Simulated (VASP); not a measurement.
## SnO2: electric field gradients with r2SCAN

SnO2:

```
Sn O
1.0
     4.78800    0.00000    0.00000
     0.00000    4.86658    0.00000
     0.00000    0.00000    3.24090
Sn O
2 4
Direct
  0.50000 0.50000 0.50000
  0.00000 0.00000 0.00000
  0.30417 0.30890 0.00000
  0.80417 0.19110 0.50000
  0.19583 0.80890 0.50000
  0.69583 0.69110 0.00000
```

```yaml
Program: VASP 6.6.1
Task: electric field gradients
Functional: r2SCAN
Potentials_or_basis: VASP PAW PBE potentials, release 64 (Sn_d, O)
Cutoff: 520 eV
k_mesh: 7 × 7 × 10
Occupations: fermi-dirac, width 0.01 eV
Spin: no spin polarisation
Dipole_correction: no
Further_INCAR_settings: ALGO = Normal; EDIFF = 1e-08; NBANDS = 35
```

The pressure is -6.9 GPa and the largest force is 0.019 eV/Å. The band gap on the k mesh is 1.34 eV and the largest electric field gradient by atom is Sn -53.3; O -110.2 V/Å².

Forces on the atoms (eV/Å):
```
Sn   0.000  0.000  0.000
Sn   0.000  0.000  0.000
O    0.018  0.008  0.000
O    0.018 -0.008  0.000
O   -0.018  0.008  0.000
O   -0.018 -0.008  0.000
```

Stress tensor (GPa, compression positive):
```
-5.75  0.00  0.00
 0.00 -7.08  0.00
 0.00  0.00 -7.78
```

Levels at points of the mesh, in eV from the valence-band top:
| k point | band 23 | band 24 | band 25 | band 26 | band 27 | band 28 | band 29 | band 30 |
| --- | --- | --- | --- | --- | --- | --- | --- | --- |
| (0.00, 0.00, 0.00) | -1.20 | -0.77 | -0.70 | 0.00 | 1.34 | 6.41 | 6.78 | 6.88 |
| (0.00, 0.00, 0.50) | -1.56 | -1.56 | -1.20 | -1.20 | 6.39 | 6.39 | 10.22 | 10.22 |

Electric field gradients, principal values (V/Å²):
| atom | least | middle | greatest (by size) |
| --- | --- | --- | --- |
| 1 Sn | 7.252 | 46.029 | -53.281 |
| 2 Sn | 7.252 | 46.029 | -53.281 |
| 3 O | 49.408 | 60.805 | -110.213 |
| 4 O | 49.408 | 60.805 | -110.213 |
| 5 O | 49.408 | 60.805 | -110.213 |
| 6 O | 49.408 | 60.805 | -110.213 |

Wall time 29 min on 1 thread of Oxide Virtual Turin-like Processor (shared host), peak memory 0.28 GiB.

Caveat: the cell stands under tension; without QUAD_EFG the Cq values of the log hold for a quadrupole moment of 1 mb, not for the nuclei; the PAW data sets were made with another functional, which shifts forces and pressure a little; spin-orbit coupling is left out, which moves the levels of the heavy elements.
